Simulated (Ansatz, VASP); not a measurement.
## ScAl4F2: VASP beside Ansatz

The input INCAR:

```
SYSTEM = ScAl4F2
PREC = Accurate ; ENCUT = 520
EDIFF = 1E-6 ; ISMEAR = 0
SIGMA = 0.1 ; LREAL = .False.
LASPH = .True. ; NELM = 150
ALGO = Normal ; ISIF = 2
LWAVE = .False. ; LCHARG = .False.
ISPIN = 2 ; MAGMOM = 0 0 0 0 0 1 1
LORBIT = 11 ; LMAXMIX = 4
GGA = PE ; NBANDS = 32
```

Contents of KPOINTS:

```
Automatic mesh
0
Gamma
  6 6 2
  0 0 0
```

The input POSCAR:

```
ScAl4F2
1.0
    5.7537919131      0.0000000000      0.0000000000
   -2.8768959565      4.9829299648      0.0000000000
    0.0000000000      0.0000000000      7.9551916892
Sc Al F
1 4 2
Direct
    0.0000000000      0.0000000000      0.0000000000
    0.5000000000      0.0000000000      0.0000000000
    0.0000000000      0.5000000000      0.0000000000
    0.5000000000      0.5000000000      0.0000000000
    0.0000000000      0.0000000000      0.5000000000
    0.0000000000      0.0000000000      0.2632454731
    0.0000000000      0.0000000000      0.7367545269
```

Input for Ansatz:

```yaml
crystal:
  lattice:
    - [5.7537919131, 0.0, 0.0]
    - [-2.8768959565, 4.9829299648, 0.0]
    - [0.0, 0.0, 7.9551916892]
  atoms:
    - { symbol: Sc, position: [0.0, 0.0, 0.0] }
    - { symbol: Al, position: [0.5, 0.0, 0.0] }
    - { symbol: Al, position: [0.0, 0.5, 0.0] }
    - { symbol: Al, position: [0.5, 0.5, 0.0] }
    - { symbol: Al, position: [0.0, 0.0, 0.5] }
    - { symbol: F, position: [0.0, 0.0, 0.2632454731], spin: 1.0 }
    - { symbol: F, position: [0.0, 0.0, 0.7367545269], spin: 1.0 }
basis:
  ecutwfc: 420
kpoints:
  mp_grid: { grid: [6, 6, 2] }
hamiltonian:
  xc: pbe
scf:
  occupations: { method: gaussian, width: 0.1 }
  lower_state_search: "off"
output:
  forces: true
  stress: true
  eigenvalues: true
  populations: true
magnetization:
  spin_polarized: true
```

Alike in both runs: task single point; functional PBE; k mesh 6 × 6 × 2; occupations gaussian, width 0.1 eV; collinear spin.

|  | VASP | Ansatz |
| --- | --- | --- |
| version | VASP 6.6.1 | Ansatz 0.2.0 |
| potentials or method | VASP PAW PBE potentials, release 64 (Sc_sv, Al, F), cutoff 520 eV | scalar-relativistic, plane waves, PAW |
| valence electrons in the cell | 37 | 37 |

Ansatz gave:

```
gap on the k mesh at the Fermi level (eV)                     : none
pressure (GPa)                                                : 0.0
traceless stress, the component that is largest in VASP (GPa) : -0.01
rms of the force components (eV/Å)                            : 0.014
net moment per atom (μB)                                      : 0.16
size of the moment on the site where the two differ most (μB) : 0.13
```

Question: Which values does VASP return?

Answer: gap on the k mesh at the Fermi level (eV): none; pressure (GPa): 0.0; traceless stress, the component that is largest in VASP (GPa): 0.12; rms of the force components (eV/Å): 0.022; net moment per atom (μB): 0.16; size of the moment on the site where the two differ most (μB): 0.21.

Site moments also hang on the region over which each program counts them. Atom by atom the forces differ by 0.008 eV/Å (rms over components). A gap of «none» marks a metal or a gap that the smearing closes.

The k mesh is coarse, so the values compare programs but aren't converged.
